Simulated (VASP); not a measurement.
PtBr2: single point with PBE

PtBr2:

```xyz
3
Lattice="0.0000 3.3237 3.3237 3.3237 0.0000 3.3237 3.3237 3.3237 0.0000" Properties=species:S:1:pos:R:3 pbc="T T T"
Pt    0.0000    0.0000    0.0000
Br    1.6618    1.6618    1.6618
Br    4.9855    4.9855    4.9855
```

```
Program                : VASP 6.6.1
Task                   : single point
Functional             : PBE
Potentials or basis    : VASP PAW PBE potentials, release 64 (Pt, Br)
Cutoff                 : 520 eV
k mesh                 : 12 × 12 × 12
Occupations            : gaussian, width 0.1 eV
Spin                   : collinear spin
Starting moments       : [1.01, 0.36, 0.36] μB
Dipole correction      : no
Further INCAR settings : ALGO = Normal; EDIFF = 1e-06; NBANDS = 23
```

```json
{
 "Pressure": "-0.1 GPa",
 "Net moment": "1.78 μB per cell",
 "Site moments": "Pt +0.98; Br +0.33 μB",
 "Valence electrons inside the program's atomic spheres": "Pt 8.75; Br 4.77"
}
```

Levels at points of the mesh, in eV from the Fermi level:
Spin up:
| k point | band 9 | band 10 | band 11 | band 12 | band 13 | band 14 | band 15 | band 16 | band 17 | band 18 |
| --- | --- | --- | --- | --- | --- | --- | --- | --- | --- | --- |
| (0.00, 0.00, 0.00) | -2.01 | -2.01 | -0.22 | -0.22 | -0.22 | 0.45 | 4.61 | 4.61 | 4.61 | 8.32 |
| (0.50, 0.00, 0.00) | -2.28 | -2.28 | -2.05 | -0.18 | -0.18 | 3.11 | 6.62 | 7.40 | 7.40 | 10.36 |
| (0.50, 0.50, 0.00) | -2.11 | -2.07 | -1.05 | -0.02 | -0.02 | 2.17 | 5.65 | 8.01 | 8.18 | 9.53 |
Spin down:
```tsv
k point	band 7	band 8	band 9	band 10	band 11	band 12	band 13	band 14	band 15	band 16
(0.00, 0.00, 0.00)	-1.95	-1.67	-1.67	-1.67	0.52	0.52	0.52	0.69	4.73	4.73
(0.50, 0.00, 0.00)	-3.19	-3.19	-1.83	-1.83	-1.28	0.47	0.47	3.48	6.78	7.56
(0.50, 0.50, 0.00)	-2.94	-1.92	-1.72	-1.28	-0.68	0.56	0.56	2.52	5.76	8.22
```

Run time: 7.5 min on 1 thread of AMD EPYC 7R13, on a shared host, peak memory 0.34 GiB.

Caveat: spin-orbit coupling is left out, which moves the levels of the heavy elements.
